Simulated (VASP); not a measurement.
# Ga3Se (P-31m) in VASP: further runs, part 2 of 2

VASP 6.6.1. Earlier steps stand in the parts before.

### 4 Relaxation of cell and atoms, PBE

The input, INCAR:

```
PREC = Accurate
ENCUT = 600
EDIFF = 1E-6
ISMEAR = 0
SIGMA = 0.1
LREAL = F
LASPH = T
NELM = 100
ALGO = Normal
ISIF = 3
LWAVE = F
LCHARG = F
GGA = PE
IBRION = 2
NSW = 90
EDIFFG = -0.04
```

The input, KPOINTS:

```
Automatic mesh
0
Gamma
  3 3 4
```

The input, POSCAR:

```
Ga3Se
1.0
    5.7810197700      0.0000000000      0.0000000000
   -2.8905098800      5.0065099800      0.0000000000
    0.0000000000      0.0000000000      5.9802613500
Ga Se
6 2
Direct
    0.6430399900      0.6430399900      0.7780709900
    0.3569600100      0.3569600100      0.2219290100
    0.0000000000      0.3569600100      0.7780709900
    0.3569600100      0.0000000000      0.7780709900
    0.6430399900      0.0000000000      0.2219290100
    0.0000000000      0.6430399900      0.2219290100
    0.6666666700      0.3333333300      0.0000000000
    0.3333333300      0.6666666700      0.0000000000
```

Potentials or basis: VASP PAW PBE potentials, release 64 (Ga_d, Se).

The run is started by

```sh
cat potpaw_PBE.64/Ga_d/POTCAR potpaw_PBE.64/Se/POTCAR > POTCAR
mpirun -np 1 vasp_std > vasp.out
```

OUTCAR:

```text
PREC = Accurate
   ENCUT = 600
   EDIFF = 1E-6
   ISMEAR = 0
   LREAL = F
   LASPH = T
   NELM = 100
   ISIF = 3
   GGA = PE
   IBRION = 2
   NSW = 90
   EDIFFG = -0.04

 ion  position               nearest neighbor table
   1  0.643  0.643  0.778-   7 2.29   8 2.29
   2  0.357  0.357  0.222-   8 2.29   7 2.29
   3  0.000  0.357  0.778-   7 2.29   8 2.29
   4  0.357  0.000  0.778-   8 2.29   7 2.29
   5  0.643  0.000  0.222-   7 2.29   8 2.29
   6  0.000  0.643  0.222-   8 2.29   7 2.29
   7  0.667  0.333  0.000-   5 2.29   3 2.29   4 2.29   6 2.29   1 2.29   2 2.29
   8  0.333  0.667  0.000-   4 2.29   6 2.29   5 2.29   3 2.29   2 2.29   1 2.29

  LATTYP: Found a hexagonal cell.
 ALAT       =     5.7810197700
 C/A-ratio  =     1.0344647809

  Lattice vectors:

 A1 = (   5.7810197700,   0.0000000000,   0.0000000000)
 A2 = (  -2.8905098800,   5.0065099800,   0.0000000000)
 A3 = (   0.0000000000,   0.0000000000,   5.9802613500)

Analysis of symmetry for initial positions (statically):
=====================================================================
 Subroutine PRICEL returns:
 Original cell was already a primitive cell.

 Routine SETGRP: Setting up the symmetry group for a
 hexagonal supercell.

 Subroutine GETGRP returns: Found 12 space group operations
 (whereof 12 operations were pure point group operations)
 out of a pool of 24 trial point group operations.

The static configuration has the point symmetry D_3d.

Analysis of symmetry for dynamics (positions and initial velocities):
=====================================================================
 Subroutine PRICEL returns:
 Original cell was already a primitive cell.

 Routine SETGRP: Setting up the symmetry group for a
 hexagonal supercell.

 Subroutine GETGRP returns: Found 12 space group operations
 (whereof 12 operations were pure point group operations)
 out of a pool of 24 trial point group operations.

The dynamic configuration has the point symmetry D_3d.

 Subroutine INISYM returns: Found 12 space group operations
 (whereof 12 operations are pure point group operations),
 and found     1 'primitive' translations

----------------------------------------------------------------------------------------

                                     Primitive cell

  volume of cell :     173.0851

  direct lattice vectors                    reciprocal lattice vectors
     5.781019770  0.000000000  0.000000000     0.172979862  0.099869970  0.000000000
    -2.890509880  5.006509980  0.000000000     0.000000000  0.199739939  0.000000000
     0.000000000  0.000000000  5.980261350     0.000000000  0.000000000  0.167216772

  length of vectors
     5.781019770  5.781019767  5.980261350     0.199739939  0.199739939  0.167216772

  position of ions in fractional coordinates (direct lattice)
     0.643039990  0.643039990  0.778070990
     0.356960010  0.356960010  0.221929010
     1.000000000  0.356960010  0.778070990
     0.356960010  0.000000000  0.778070990
     0.643039990  0.000000000  0.221929010
     1.000000000  0.643039990  0.221929010
     0.666666670  0.333333330  0.000000000
     0.333333330  0.666666670  0.000000000

  ion indices of the primitive-cell ions
   primitive index   ion index
                 1           1
                 2           2
                 3           3
                 4           4
                 5           5
                 6           6
                 7           7
                 8           8

----------------------------------------------------------------------------------------

 KPOINTS: Automatic mesh

Automatic generation of k-mesh.
 Grid dimensions read from file:
 generate k-points for:    3    3    4

 Generating k-lattice:

  Cartesian coordinates                     Fractional coordinates (reciprocal lattice)
     0.057659954  0.033289990  0.000000000     0.333333333 -0.000000000  0.000000000
     0.000000000  0.066579980  0.000000000     0.000000000  0.333333333  0.000000000
     0.000000000  0.000000000  0.041804193     0.000000000  0.000000000  0.250000000

  Length of vectors
     0.066579980  0.066579980  0.041804193

  Shift w.r.t. Gamma in fractional coordinates (k-lattice)
     0.000000000  0.000000000  0.000000000

 Subroutine IBZKPT returns following result:
 ===========================================

 Found     10 irreducible k-points:

 Following reciprocal coordinates:
            Coordinates               Weight
  0.000000  0.000000  0.000000      1.000000
  0.333333  0.000000  0.000000      6.000000
  0.333333  0.333333  0.000000      2.000000
  0.000000  0.000000  0.250000      2.000000
  0.333333  0.000000  0.250000     12.000000
  0.333333  0.333333  0.250000      2.000000
 -0.333333 -0.333333  0.250000      2.000000
  0.000000  0.000000  0.500000      1.000000
  0.333333  0.000000  0.500000      6.000000
  0.333333  0.333333  0.500000      2.000000
   k-points           NKPTS =     10   k-points in BZ     NKDIM =     10   number of bands    NBANDS=     54
   number of dos      NEDOS =    301   number of ions     NIONS =      8
   total plane-waves  NPLWV = 110592
   dimension x,y,z NGX =    48 NGY =   48 NGZ =   48
   dimension x,y,z NGXF=    96 NGYF=   96 NGZF=   96
   ions per type =               6   2
   NGX,Y,Z   is equivalent  to a cutoff of  13.80, 13.80, 13.34 a.u.
   NGXF,Y,Z  is equivalent  to a cutoff of  27.61, 27.61, 26.69 a.u.
 SYSTEM =  unknown system
   PREC   = accura    normal or accurate (medium, high low for compatibility)
   ISTART =      0    job   : 0-new  1-cont  2-samecut
   ICHARG =      2    charge: 1-file 2-atom 10-const
   ISPIN  =      1    spin polarized calculation?
   LNONCOLLINEAR =      F non collinear calculations
   LSORBIT =      F    spin-orbit coupling
   LASPH  =      T    aspherical Exc in radial PAW
   ENCUT  =  600.0 eV  44.10 Ry    6.64 a.u.  11.55 11.55 11.94*2*pi/ulx,y,z
   NELM   =    100;   NELMIN=  2; NELMDL= -5     # of ELM steps
   EDIFF  = 0.1E-05   stopping-criterion for ELM
   LREAL  =      F    real-space projection
   EDIFFG = -.4E-01   stopping-criterion for IOM
   NSW    =     90    number of steps for IOM
   IBRION =      2    ionic relax: 0-MD 1-quasi-New 2-CG
   NFREE  =      1    steps in history (QN), initial steepest desc. (CG)
   ISIF   =      3    stress and relaxation
   ISYM   =      2    0-nonsym 1-usesym 2-fastsym
   POTIM  = 0.5000    time-step for ionic-motion
   TEBEG  =    0.0;   TEEND  =   0.0 temperature during run
   PSTRESS=    0.0 pullay stress
   NELECT =      90.0000    total number of electrons
   NUPDOWN=      -1.0000    fix difference up-down
   EMIN   =  10.00;   EMAX   =-10.00  energy-range for DOS
   EFERMI =   0.00;   METHOD = LEGACY
   ISMEAR =     0;   SIGMA  =   0.10  broadening in eV -4-tet -1-fermi 0-gaus
   EFERMI_NEDOS =   21; number of points for ismear=-14 and -15
   IALGO  =     38    algorithm
   IMIX   =      4    mixing-type and parameters
     AMIX     =   0.40;   BMIX     =  1.00
     AMIX_MAG =   1.60;   BMIX_MAG =  1.00
  volume/ion in A,a.u.               =      21.64       146.00
  Fermi-wavevector in a.u.,A,eV,Ry     =   1.316444  2.487719 23.579239  1.733025
  Thomas-Fermi vector in A             =   2.446556
   LORBIT       =      0    0 simple, 1 ext, 2 COOP (PROOUT), +10 PAW based schemes
   GGA     = PE    functional components
   LHFCALC =     F    Hartree Fock is set to
   AEXX    =    0.0000 exact exchange contribution
   IVDW    =     0    specifies the selected vdW correction
   LEPSILON=     F    determine dielectric tensor
   LRPA    =     F    only Hartree local field effects (RPA)
 conjugate gradient relaxation of ions
 non-spin polarized calculation
 Gauss-broadening in eV      SIGMA  =   0.10
  energy-cutoff  :      600.00
  volume of cell :      173.09
 maximum number of plane-waves:      5796
 NGX is ok and might be reduce to    48
   NGX = 23   NGY = 23   NGZ = 23

--------------------------------------- Ionic step        1  -------------------------------------------

 number of electron      89.9999997 magnetization

 Free energy of the ion-electron system (eV)
  ---------------------------------------------------
  ext. energy  EPLUGINS =         0.00000000
  ---------------------------------------------------
  free energy    TOTEN  =       -15.91146019 eV

  energy without entropy =      -15.89735037  energy(sigma->0) =      -15.90440528

 E-fermi :   4.8534     XC(G=0):  -9.9289

 val. band max:        4.8413011178   @ k =   0.3333   0.0000   0.0000
 cond. band min:       4.9596988086   @ k =   0.3333   0.0000   0.5000
 fundamental gap:      0.1183976907
 Fermi energy:         4.8533876979
[... 1267 lines left out ...]
     53       9.3414      0.00000
     54      10.3264      0.00000

[... ionic steps 4 to 19 ...]

--------------------------------------- Ionic step       20  -------------------------------------------

 number of electron      90.0000062 magnetization

------------------------ aborting loop because EDIFF is reached ----------------------------------------
[... 656 lines left out ...]
--------------------------------------- Ionic step       22  -------------------------------------------

 number of electron      89.9999983 magnetization

 Free energy of the ion-electron system (eV)
  ---------------------------------------------------
  ext. energy  EPLUGINS =         0.00000000
  ---------------------------------------------------
  free energy    TOTEN  =       -24.65697469 eV

  energy without entropy =      -24.62430911  energy(sigma->0) =      -24.64064190

 E-fermi :   4.3128     XC(G=0): -10.0405

 val. band max:        4.2902141128   @ k =   0.3333   0.0000   0.0000
 cond. band min:       4.3206522207   @ k =  -0.3333  -0.3333   0.2500
 fundamental gap:      0.0304381079
 Fermi energy:         4.3128423480
[... 603 lines left out ...]
  FREE ENERGIE OF THE ION-ELECTRON SYSTEM (eV)
  ---------------------------------------------------
  free  energy   TOTEN  =       -24.6569746899 eV

  energy  without entropy=      -24.6243091080  energy(sigma->0) =      -24.64064190

 reached required accuracy - stopping structural energy minimisation
```

It took 24 min on 1 thread of Intel Xeon Platinum 8488C (Sapphire Rapids), shared host; peak memory 0.38 GiB.

What came out:

| Item | Value |
| --- | --- |
| Free energy | -24.6570 eV |
| Relaxed volume | 22.34 Å³/atom |
| Relaxed cell | a = 6.144 Å, b = 6.144 Å, c = 5.468 Å, α = 90.00°, β = 90.00°, γ = 120.00° |
| Space group after relaxing (to 0.1 Å) | P-31m (No. 162) |
| Energy gained by relaxing | 1093.2 meV/atom |
| Ionic steps | 22 |
| Pressure after relaxing | 0.1 GPa |
| Largest force after relaxing | 0.034 eV/Å |
| Band gap on the k mesh | zero (bands 45 and 46 overlap by 0.04 eV) |

Forces in eV/Å, atoms in the order of the input:
```
Ga  -0.013 -0.023 -0.022
Ga   0.013  0.023  0.022
Ga  -0.013  0.023 -0.022
Ga   0.026  0.000 -0.022
Ga  -0.026  0.000  0.022
Ga   0.013 -0.023  0.022
Se   0.000  0.000  0.000
Se   0.000  0.000  0.000
```

The path:
| step | energy change (eV) | largest force (eV/Å) | pressure (GPa) | volume (Å³) |
| --- | --- | --- | --- | --- |
| 1 | 0.0000 | 5.3194 | 28.78 | 173.09 |
| 2 | -6.8787 | 0.3535 | -3.73 | 289.81 |
| 3 | -7.4833 | 0.4442 | -0.66 | 249.89 |
| 4 | -7.4837 | 0.4012 | -0.85 | 251.62 |
| 5 | -7.5578 | 0.4066 | -0.84 | 247.16 |
| 6 | -7.7760 | 0.4228 | -0.76 | 234.10 |
| 7 | -8.1738 | 0.4326 | -0.20 | 209.32 |
| 8 | -8.0235 | 0.4991 | 4.21 | 164.99 |
| 9 | -8.3091 | 0.4209 | 0.72 | 194.47 |
| 10 | -8.3264 | 0.3303 | 1.77 | 181.35 |
| 11 | -8.3789 | 0.2133 | 0.75 | 181.63 |
| 12 | -8.3805 | 0.2263 | 0.51 | 181.69 |
| 13 | -8.4471 | 0.1750 | 0.03 | 183.58 |
| 14 | -8.5732 | 0.0562 | -1.05 | 188.96 |
| 15 | -8.6070 | 0.1508 | -2.24 | 198.21 |
| 16 | -8.6099 | 0.0639 | -1.94 | 194.38 |
| 17 | -8.6714 | 0.0505 | -1.50 | 190.83 |
| 18 | -8.7311 | 0.0606 | -0.19 | 183.61 |
| 19 | -8.7312 | 0.0621 | -0.19 | 183.91 |
| 20 | -8.7338 | 0.0576 | -0.17 | 183.40 |
| 21 | -8.7396 | 0.0461 | -0.06 | 181.86 |
| 22 | -8.7455 | 0.0344 | 0.11 | 178.75 |

Final structure:
```yaml
crystal:
  lattice:
    - [6.14405, 0.00000, 0.00000]
    - [-3.07203, 5.32090, 0.00000]
    - [0.00000, 0.00000, 5.46784]
  atoms:
    - { symbol: Ga, position: [0.69749, 0.69749, 0.68785] }
    - { symbol: Ga, position: [0.30251, 0.30251, 0.31215] }
    - { symbol: Ga, position: [0.00000, 0.30251, 0.68785] }
    - { symbol: Ga, position: [0.30251, 0.00000, 0.68785] }
    - { symbol: Ga, position: [0.69749, 0.00000, 0.31215] }
    - { symbol: Ga, position: [0.00000, 0.69749, 0.31215] }
    - { symbol: Se, position: [0.66667, 0.33333, 0.00000] }
    - { symbol: Se, position: [0.33333, 0.66667, 0.00000] }
```

Caveat: the k points lie up to 0.39 Å⁻¹ apart in the final cell.

### 5 Single point, PBE

This run uses another cell than the first one, of 22.32 Å³/atom.

The input, INCAR:

```
SYSTEM = Ga3Se
ALGO = Normal
EDIFF = 1E-6
ENCUT = 520
GGA = PE
ISIF = 2
ISMEAR = 0
LASPH = .TRUE.
LCHARG = .FALSE.
LREAL = .FALSE.
LWAVE = .FALSE.
NBANDS = 55
NELM = 100
PREC = Accurate
SIGMA = 0.1
```

The input, KPOINTS:

```
k-points
0
G
  6 6 8
  0 0 0
```

The input, POSCAR:

```
Ga3Se
1.0
    6.0041572302      0.0000000000      0.0000000000
   -3.0020786151      5.1997526896      0.0000000000
    0.0000000000      0.0000000000      5.7204079442
Ga Se
6 2
Direct
    0.6899641486      0.6899641486      0.6847177725
    0.3100358514      0.3100358514      0.3152822275
    0.0000000000      0.3100358514      0.6847177725
    0.3100358514      0.0000000000      0.6847177725
    0.6899641486      0.0000000000      0.3152822275
    0.0000000000      0.6899641486      0.3152822275
    0.6666666667      0.3333333333      0.0000000000
    0.3333333333      0.6666666667      0.0000000000
```

The run is started by

```sh
cat potpaw_PBE.64/Ga_d/POTCAR potpaw_PBE.64/Se/POTCAR > POTCAR
mpirun -np 1 vasp_std > vasp.out
```

Run time: 5.6 min. Hardware: 1 thread of Intel Xeon Platinum 8488C (Sapphire Rapids), shared host; peak memory 0.51 GiB.

It converged, with:

| Item | Value |
| --- | --- |
| Free energy | -24.7049 eV |
| Pressure | 0.1 GPa |
| Largest force | 0.004 eV/Å |
| Band gap on the k mesh | zero (bands 45 and 46 overlap by 1.06 eV) |

Forces in eV/Å, atoms in the order of the input:
```
Ga   0.001  0.001 -0.004
Ga  -0.001 -0.001  0.004
Ga   0.001 -0.001 -0.004
Ga  -0.002  0.000 -0.004
Ga   0.002  0.000  0.004
Ga  -0.001  0.001  0.004
Se   0.000  0.000  0.000
Se   0.000  0.000  0.000
```

Levels at points of the mesh, in eV from the Fermi level:
```
           k point  band 42  band 43  band 44  band 45  band 46  band 47  band 48  band 49
(0.00, 0.00, 0.00)    -1.48    -1.44    -1.44    -0.71    -0.07     0.02     0.02     0.11
(0.50, 0.00, 0.00)    -2.59    -2.41    -1.50     0.49     0.74     0.84     1.60     2.39
(0.00, 0.00, 0.50)    -3.87    -2.86    -2.86    -0.64     1.41     1.99     1.99     2.70
(0.50, 0.00, 0.50)    -1.35    -0.95    -0.65     0.35     0.38     0.75     1.00     1.65
```

### 6 The runs side by side

```csv
task,cell,k mesh,cutoff (eV),gap on the mesh (eV),pressure (GPa),largest force (eV/Å)
single point,"a = 5.781, b = 5.781, c = 5.980 Å, angles 90.0, 90.0, 120.0°, 8 atoms, atomic positions A",3 × 3 × 4,520,none,28.8,5.32
single point,"a = 6.158, b = 6.158, c = 5.473 Å, angles 90.0, 90.0, 120.0°, 8 atoms, atomic positions B",3 × 3 × 4,520,none,0.0,0.03
relaxation of cell and atoms,"relaxed from a = 5.781, b = 5.781, c = 5.980 Å, angles 90.0, 90.0, 120.0°, 8 atoms, atomic positions A",3 × 3 × 4,600,none,0.1,0.03
single point,"a = 6.004, b = 6.004, c = 5.720 Å, angles 90.0, 90.0, 120.0°, 8 atoms, atomic positions C",6 × 6 × 8,520,none,0.1,-
```

Alike in all rows: level PBE; potentials or basis VASP PAW PBE potentials, release 64 (Ga_d, Se); no spin polarisation; smearing gaussian 0.1 eV.

Caveats: some runs use coarse meshes; forces of over 1 eV/Å act on the atoms, so gaps and moduli don't describe the material at rest (at least some runs).

Total energies depend on the potentials used, so only differences within one code and one set of settings carry meaning.

The gap in the log of VASP goes by the Fermi energy; the results here count the filled bands.